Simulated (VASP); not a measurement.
# MgAg2SnSe4 (I-4) in VASP: single point with r2SCAN

Aim: the single point of MgAg2SnSe4 with r2SCAN.

Everything below comes from runs of VASP 6.6.1. Logs are shortened: lines on timing, memory, paths and dates and some standing lists are left out, and cuts for length are marked.

## 1. The cell of the first run

The structure is tetragonal, space group I-4 (No. 82). The conventional cell has a = 6.221 Å, b = 6.221 Å, c = 12.014 Å, α = 90.00°, β = 90.00°, γ = 90.00°. Ag (site symmetry -4) has 4 Se at 2.72 Å within 3.6 Å. Within 3.6 Å of Ag (site symmetry -4) lie 4 Se at 2.70 Å. Within 3.5 Å of Mg (site symmetry -4) lie 4 Se at 2.63 Å. Sn (site symmetry -4) has 4 Se at 2.61 Å within 3.4 Å. Se (site symmetry 1) has 1 Sn at 2.61 Å and 1 Mg at 2.63 Å and 2 Ag at 2.70 to 2.72 Å within 3.4 Å.

## 2. Single point, r2SCAN (29.06 Å³/atom)

POSCAR reads:

```
MgAg2SnSe4
1.0
   -3.1103119027      3.1103119027      6.0072389902
    3.1103119027     -3.1103119027      6.0072389902
    3.1103119027      3.1103119027     -6.0072389902
Ag Mg Sn Se
2 1 1 4
Direct
    0.0000000000      0.0000000000      0.0000000000
    0.7500000000      0.2500000000      0.5000000000
    0.2500000000      0.7500000000      0.5000000000
    0.5000000000      0.5000000000      0.0000000000
    0.1379516811      0.6216004539      1.0100537781
    0.3783995461      0.3884533241      0.5163512272
    0.6115466759      0.1278979031     -0.0100537781
    0.8721020969      0.8620483189      0.4836487728
```

INCAR.step1 reads:

```
PREC = Accurate
ENCUT = 520
ISMEAR = 0
SIGMA = 0.01
LREAL = F
LASPH = T
NELM = 100
NBANDS = 41
GGA = PE
ALGO = Normal
EDIFF = 1E-4
LWAVE = T
LCHARG = F
```

INCAR.step2 reads:

```
PREC = Accurate
ENCUT = 520
EDIFF = 1E-6
ISMEAR = 0
SIGMA = 0.01
LREAL = F
LASPH = T
NELM = 100
ALGO = Normal
ISIF = 2
LWAVE = F
LCHARG = T
METAGGA = R2SCAN
LMIXTAU = T
LELF = T
LVHAR = T
NBANDS = 41
ISTART = 1
```

KPOINTS reads:

```
regular mesh
0
Gamma
  6 6 6
```

Potentials or basis: VASP PAW PBE potentials, release 64 (Ag, Mg, Sn_d, Se).

Command:

```sh
cat potpaw_PBE.64/Ag/POTCAR potpaw_PBE.64/Mg/POTCAR potpaw_PBE.64/Sn_d/POTCAR potpaw_PBE.64/Se/POTCAR > POTCAR
cp INCAR.step1 INCAR
mpirun -np 1 vasp_std > vasp.out
cp INCAR.step2 INCAR
mpirun -np 1 vasp_std > vasp.out
```

OUTCAR:

```text
PREC = Accurate
   ENCUT = 520
   EDIFF = 1E-6
   ISMEAR = 0
   LREAL = F
   LASPH = T
   NELM = 100
   ISIF = 2
   METAGGA = R2SCAN
   ISTART = 1

 ion  position               nearest neighbor table
   1  0.000  0.000  0.000-   7 2.72   8 2.72   6 2.72   5 2.72
   2  0.750  0.250  0.500-   6 2.70   8 2.70   5 2.70   7 2.70
   3  0.250  0.750  0.500-   5 2.63   7 2.63   6 2.63   8 2.63
   4  0.500  0.500  0.000-   7 2.61   8 2.61   6 2.61   5 2.61
   5  0.138  0.622  0.010-   4 2.61   3 2.63   2 2.70   1 2.72
   6  0.378  0.388  0.516-   4 2.61   3 2.63   2 2.70   1 2.72
   7  0.612  0.128  0.990-   4 2.61   3 2.63   2 2.70   1 2.72
   8  0.872  0.862  0.484-   4 2.61   3 2.63   2 2.70   1 2.72

  LATTYP: Found a body centered tetragonal cell.
 ALAT       =     6.2206238054
 C/A-ratio  =     1.9313943997

  Lattice vectors:

 A1 = (  -3.1103119027,   3.1103119027,   6.0072389902)
 A2 = (   3.1103119027,  -3.1103119027,   6.0072389902)
 A3 = (   3.1103119027,   3.1103119027,  -6.0072389902)

Analysis of symmetry for initial positions (statically):
=====================================================================
 Subroutine PRICEL returns:
 Original cell was already a primitive cell.

 Routine SETGRP: Setting up the symmetry group for a
 body centered tetragonal supercell.

 Subroutine GETGRP returns: Found  4 space group operations
 (whereof  4 operations were pure point group operations)
 out of a pool of 16 trial point group operations.

The static configuration has the point symmetry S_4 .

Analysis of symmetry for dynamics (positions and initial velocities):
=====================================================================
 Subroutine PRICEL returns:
 Original cell was already a primitive cell.

 Routine SETGRP: Setting up the symmetry group for a
 body centered tetragonal supercell.

 Subroutine GETGRP returns: Found  4 space group operations
 (whereof  4 operations were pure point group operations)
 out of a pool of 16 trial point group operations.

The dynamic configuration has the point symmetry S_4 .

 Subroutine INISYM returns: Found  4 space group operations
 (whereof  4 operations are pure point group operations),
 and found     1 'primitive' translations

----------------------------------------------------------------------------------------

                                     Primitive cell

  volume of cell :     232.4571

  direct lattice vectors                    reciprocal lattice vectors
    -3.110311903  3.110311903  6.007238990     0.000000000  0.160755582  0.083232913
     3.110311903 -3.110311903  6.007238990     0.160755582  0.000000000  0.083232913
     3.110311903  3.110311903 -6.007238990     0.160755582  0.160755582  0.000000000

  length of vectors
     7.445468457  7.445468457  7.445468457     0.181025067  0.181025067  0.227342724

  position of ions in fractional coordinates (direct lattice)
     0.000000000  0.000000000  0.000000000
     0.750000000  0.250000000  0.500000000
     0.250000000  0.750000000  0.500000000
     0.500000000  0.500000000  0.000000000
     0.137951681  0.621600454  0.010053778
     0.378399546  0.388453324  0.516351227
     0.611546676  0.127897903  0.989946222
     0.872102097  0.862048319  0.483648773

  ion indices of the primitive-cell ions
   primitive index   ion index
                 1           1
                 2           2
                 3           3
                 4           4
                 5           5
                 6           6
                 7           7
                 8           8

----------------------------------------------------------------------------------------

 KPOINTS: regular mesh

Automatic generation of k-mesh.
 Grid dimensions read from file:
 generate k-points for:    6    6    6

 Generating k-lattice:

  Cartesian coordinates                     Fractional coordinates (reciprocal lattice)
     0.000000000  0.026792597  0.013872152     0.166666667 -0.000000000  0.000000000
     0.026792597  0.000000000  0.013872152    -0.000000000  0.166666667  0.000000000
     0.026792597  0.026792597  0.000000000     0.000000000  0.000000000  0.166666667

  Length of vectors
     0.030170845  0.030170845  0.037890454

  Shift w.r.t. Gamma in fractional coordinates (k-lattice)
     0.000000000  0.000000000  0.000000000

 Subroutine IBZKPT returns following result:
 ===========================================

 Found     36 irreducible k-points:

 Following reciprocal coordinates:
            Coordinates               Weight
  0.000000  0.000000  0.000000      1.000000
  0.166667 -0.000000  0.000000      8.000000
  0.333333  0.000000  0.000000      8.000000
  0.500000  0.000000  0.000000      4.000000
  0.166667  0.166667  0.000000      8.000000
  0.333333  0.166667  0.000000      8.000000
[... 16 lines left out ...]
  0.333333 -0.333333  0.166667      4.000000
 -0.166667  0.333333  0.166667      8.000000
 [... further k-points ...]
   k-points           NKPTS =     36   k-points in BZ     NKDIM =     36   number of bands    NBANDS=     41
   number of dos      NEDOS =    301   number of ions     NIONS =      8
   total plane-waves  NPLWV = 175616
   dimension x,y,z NGX =    56 NGY =   56 NGZ =   56
   dimension x,y,z NGXF=   112 NGYF=  112 NGZF=  112
   ions per type =               2   1   1   4
   NGX,Y,Z   is equivalent  to a cutoff of  12.50, 12.50, 12.50 a.u.
   NGXF,Y,Z  is equivalent  to a cutoff of  25.01, 25.01, 25.01 a.u.
 SYSTEM =  unknown system
   PREC   = accura    normal or accurate (medium, high low for compatibility)
   ISTART =      1    job   : 0-new  1-cont  2-samecut
   ICHARG =      0    charge: 1-file 2-atom 10-const
   ISPIN  =      1    spin polarized calculation?
   LNONCOLLINEAR =      F non collinear calculations
   LSORBIT =      F    spin-orbit coupling
   LASPH  =      T    aspherical Exc in radial PAW
   ENCUT  =  520.0 eV  38.22 Ry    6.18 a.u.  13.84 13.84 13.84*2*pi/ulx,y,z
   NELM   =    100;   NELMIN=  2; NELMDL=  0     # of ELM steps
   EDIFF  = 0.1E-05   stopping-criterion for ELM
   LREAL  =      F    real-space projection
   EDIFFG = 0.1E-04   stopping-criterion for IOM
   NSW    =      0    number of steps for IOM
   IBRION =     -1    ionic relax: 0-MD 1-quasi-New 2-CG
   NFREE  =      0    steps in history (QN), initial steepest desc. (CG)
   ISIF   =      2    stress and relaxation
   ISYM   =      2    0-nonsym 1-usesym 2-fastsym
   POTIM  = 0.5000    time-step for ionic-motion
   TEBEG  =    0.0;   TEEND  =   0.0 temperature during run
   PSTRESS=    0.0 pullay stress
   NELECT =      62.0000    total number of electrons
   NUPDOWN=      -1.0000    fix difference up-down
   EMIN   =  10.00;   EMAX   =-10.00  energy-range for DOS
   EFERMI =   0.00;   METHOD = LEGACY
   ISMEAR =     0;   SIGMA  =   0.01  broadening in eV -4-tet -1-fermi 0-gaus
   EFERMI_NEDOS =   21; number of points for ismear=-14 and -15
   IALGO  =     38    algorithm
   IMIX   =      4    mixing-type and parameters
     AMIX     =   0.40;   BMIX     =  1.00
     AMIX_MAG =   1.60;   BMIX_MAG =  1.00
  volume/ion in A,a.u.               =      29.06       196.09
  Fermi-wavevector in a.u.,A,eV,Ry     =   1.053799  1.991391 15.109167  1.110492
  Thomas-Fermi vector in A             =   2.188935
   LORBIT       =      0    0 simple, 1 ext, 2 COOP (PROOUT), +10 PAW based schemes
   METAGGA = R2SCAN    functional components
   LHFCALC =     F    Hartree Fock is set to
   AEXX    =    0.0000 exact exchange contribution
   IVDW    =     0    specifies the selected vdW correction
   LEPSILON=     F    determine dielectric tensor
   LRPA    =     F    only Hartree local field effects (RPA)
 non-spin polarized calculation
 Gauss-broadening in eV      SIGMA  =   0.01
  energy-cutoff  :      520.00
  volume of cell :      232.46
 maximum number of plane-waves:      6299
   NGX = 27   NGY = 27   NGZ = 27

 number of electron      61.9999997 magnetization

 Free energy of the ion-electron system (eV)
  ---------------------------------------------------
  ext. energy  EPLUGINS =         0.00000000
  ---------------------------------------------------
  free energy    TOTEN  =      -133.47004401 eV

  energy without entropy =     -133.47004401  energy(sigma->0) =     -133.47004401

 E-fermi :   2.1694     XC(G=0):  -9.0406

 val. band max:        2.0574971289   @ k =   0.0000   0.0000   0.0000
 cond. band min:       2.6521820515   @ k =   0.0000   0.0000   0.0000
 fundamental gap:      0.5946849226
 Fermi energy:         2.1693952430

 k-point     1 :       0.0000    0.0000    0.0000
  band No.  band energies     occupation
      1     -20.2838      2.00000
      2     -20.2810      2.00000
      3     -20.2810      2.00000
      4     -20.2183      2.00000
      5     -20.2130      2.00000
      6     -11.3486      2.00000
[... 33 lines left out ...]
     40       7.7198      0.00000
     41       8.4493      0.00000

 k-point     2 :       0.1667   -0.0000    0.0000
  band No.  band energies     occupation
      1     -20.2838      2.00000
      2     -20.2810      2.00000
      3     -20.2810      2.00000
      4     -20.2183      2.00000
      5     -20.2130      2.00000
      6     -11.3035      2.00000
[... 33 lines left out ...]
     40       8.0276      0.00000
     41       8.2989      0.00000

 k-point     3 :       0.3333    0.0000    0.0000
  band No.  band energies     occupation
      1     -20.2839      2.00000
      2     -20.2811      2.00000
      3     -20.2810      2.00000
      4     -20.2183      2.00000
      5     -20.2130      2.00000
      6     -11.1930      2.00000
[... 875 lines left out ...]
      2     -20.2811      2.00000
      3     -20.2810      2.00000
      4     -20.2182      2.00000
      5     -20.2130      2.00000
      6     -11.1024      2.00000
[... 33 lines left out ...]
     40       8.4193      0.00000
     41       8.7066      0.00000

 k-point    24 :      -0.1667    0.3333    0.1667
  band No.  band energies     occupation
      1     -20.2839      2.00000
      2     -20.2811      2.00000
      3     -20.2810      2.00000
      4     -20.2182      2.00000
      5     -20.2130      2.00000
      6     -11.1194      2.00000
[... 33 lines left out ...]
     40       8.2043      0.00000
     41       8.3239      0.00000

 [... further k-points ...]

------------------------ aborting loop because EDIFF is reached ----------------------------------------

  FORCE on cell =-STRESS in cart. coord.  units (eV):
  Direction    XX          YY          ZZ          XY          YZ          ZX
  --------------------------------------------------------------------------------------
  -------------------------------------------------------------------------------------
  Total       -3.9976191     -3.9976191     -3.9475344     -0.0000004      0.0000000      0.0000000
  in kB      -27.5530201    -27.5530201    -27.2078186     -0.0000026      0.0000000      0.0000000
  external PRESSURE =     -27.4379529 kB  Pullay stress =       0.0000000 kB

 VOLUME and BASIS-vectors are now :
 -----------------------------------------------------------------------------
  energy-cutoff  :      520.00
  volume of cell :      232.46
      direct lattice vectors                 reciprocal lattice vectors
    -3.110311903  3.110311903  6.007238990     0.000000000  0.160755582  0.083232913
     3.110311903 -3.110311903  6.007238990     0.160755582  0.000000000  0.083232913
     3.110311903  3.110311903 -6.007238990     0.160755582  0.160755582  0.000000000

 POSITION                                       TOTAL-FORCE (eV/Angst)
 -----------------------------------------------------------------------------------
      0.00000      0.00000      0.00000         0.000000      0.000000      0.000000
     -0.00000      3.11031      3.00362         0.000000      0.000000      0.000000
      3.11031     -0.00000      3.00362         0.000000      0.000000      0.000000
      0.00000      0.00000      6.00724         0.000000      0.000000      0.000000
      1.53557     -1.47303      4.50242        -0.094706      0.115426      0.076322
      1.63728      1.57474      1.50482         0.115426      0.094706     -0.076322
      1.57474      4.58334     -1.50482         0.094706     -0.115426      0.076322
      1.47303      1.53557      7.51206        -0.115426     -0.094706     -0.076322
 -----------------------------------------------------------------------------------
    total drift:                                0.000093      0.000091      0.000038

  FREE ENERGIE OF THE ION-ELECTRON SYSTEM (eV)
  ---------------------------------------------------
  free  energy   TOTEN  =      -133.4700440126 eV

  energy  without entropy=     -133.4700440126  energy(sigma->0) =     -133.47004401
```

Run time: 61 min. Hardware: 1 thread of Intel Xeon 8259CL, shared host; peak memory 0.71 GiB.

What came out:

| Item | Value |
| --- | --- |
| Free energy | -133.4700 eV |
| Pressure | -2.7 GPa |
| Largest force | 0.168 eV/Å |
| Band gap on the k mesh | 0.59 eV |

Forces in eV/Å, atoms in the order of the input:
```
Ag   0.000  0.000  0.000
Ag   0.000  0.000  0.000
Mg   0.000  0.000  0.000
Sn   0.000  0.000  0.000
Se  -0.095  0.115  0.076
Se   0.115  0.095 -0.076
Se   0.095 -0.115  0.076
Se  -0.115 -0.095 -0.076
```

Levels at points of the mesh, in eV from the valence-band top:
```tsv
k point	band 29	band 30	band 31	band 32	band 33	band 34
(0.00, 0.00, 0.00)	-0.17	-0.17	0.00	0.59	2.80	3.54
(0.50, 0.00, 0.00)	-0.95	-0.82	-0.30	1.91	3.67	3.71
(0.50, 0.50, 0.00)	-0.59	-0.36	-0.31	1.19	3.22	3.27
(0.50, 0.50, 0.50)	-1.02	-0.69	-0.69	1.79	2.96	2.96
```

Caveat: semilocal functionals underestimate gaps, and a narrow one can read as zero; the PAW data sets were made with another functional, which shifts forces and pressure a little; spin-orbit coupling is left out, which moves the levels of the heavy elements.
